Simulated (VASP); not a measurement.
A run of VASP 6.6.1:

Contents of INCAR:

```
PREC = Accurate
ENCUT = 520
EDIFF = 1E-7
ISMEAR = 0
SIGMA = 0.1
LREAL = F
LASPH = T
NELM = 80
ALGO = Normal
ISIF = 2
LWAVE = F
LCHARG = T
GGA = PE
LELF = T
LVHAR = T
NBANDS = 16
```

Contents of KPOINTS:

```
Automatic mesh
0
Gamma
  8 8 6
```

POSCAR

```
C
1.0
    1.3359207186     -3.0994704491      0.0000000000
    1.3359207186      3.0994704491      0.0000000000
    0.0000000000      0.0000000000      3.4289414408
C
4
Direct
    0.5000000000      0.5000000000      0.8052658316
    0.5000000000      0.5000000000      0.1947341684
    0.3219820984      0.6780179016      0.5000000000
    0.6780179016      0.3219820984      0.5000000000
```

Potentials or basis: VASP PAW PBE potentials, release 64 (C).

Launch:

```sh
$ cat potpaw_PBE.64/C/POTCAR > POTCAR
$ mpirun -np 1 vasp_std > vasp.out
```

Hardware: 1 thread of AMD EPYC 7R13 (shared host).

Question: How long does it take, and how much memory?

Answer: Run time: 2.2 min on 1 thread of AMD EPYC 7R13, on a shared host, peak memory 0.13 GiB. Counts: scf iterations 14, k points 84.
